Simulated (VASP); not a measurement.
Input of a VASP 6.6.1 run:

INCAR

```
SYSTEM = WS2
  ALGO = Normal
  EDIFF = 1E-6
  ENCUT = 520
  GGA = PE
  ISIF = 2
  ISMEAR = 0
  LASPH = .True.
  LCHARG = .False.
  LREAL = .False.
  LWAVE = .False.
  NBANDS = 35
  NELM = 100
  PREC = Accurate
  SIGMA = 0.05
```

Contents of KPOINTS:

```
k-points
0
Gamma
  9 9 2
  0 0 0
```

The input POSCAR:

```
WS2
1.0
    3.1800000000      0.0000000000      0.0000000000
   -1.5900000000      2.7539607840      0.0000000000
    0.0000000000      0.0000000000     12.5000000000
W S
2 4
Direct
    0.3333333333      0.6666666667      0.2500000000
    0.6666666667      0.3333333333      0.7500000000
    0.3333333333      0.6666666667      0.6250000000
    0.6666666667      0.3333333333      0.1250000000
    0.3130367723      0.6861183236      0.8667963514
    0.6666666667      0.3333333333      0.3750000000
```

Potentials or basis: VASP PAW PBE potentials, release 64 (W_sv, S).

The run is started by

```console
$ cat potpaw_PBE.64/W_sv/POTCAR potpaw_PBE.64/S/POTCAR > POTCAR
$ mpirun -np 1 vasp_std > vasp.out
```

What does it give for the band gap on the k mesh?

0.86 eV (least direct gap 1.53 eV).

What does it give for the pressure?

5.4 GPa.

What does it give for the largest force?

2.726 eV/Å.

Stress tensor (GPa, compression positive):
```
 3.29  0.92  2.32
 0.92  4.32 -1.29
 2.32 -1.29  8.59
```

Caveat: the cell stands under pressure; spin-orbit coupling is left out, which moves the levels of the heavy elements; an odd mesh through Γ misses points on the zone boundary, where band edges can lie; forces of over 1 eV/Å act on the atoms, so gaps and moduli don't describe the material at rest.
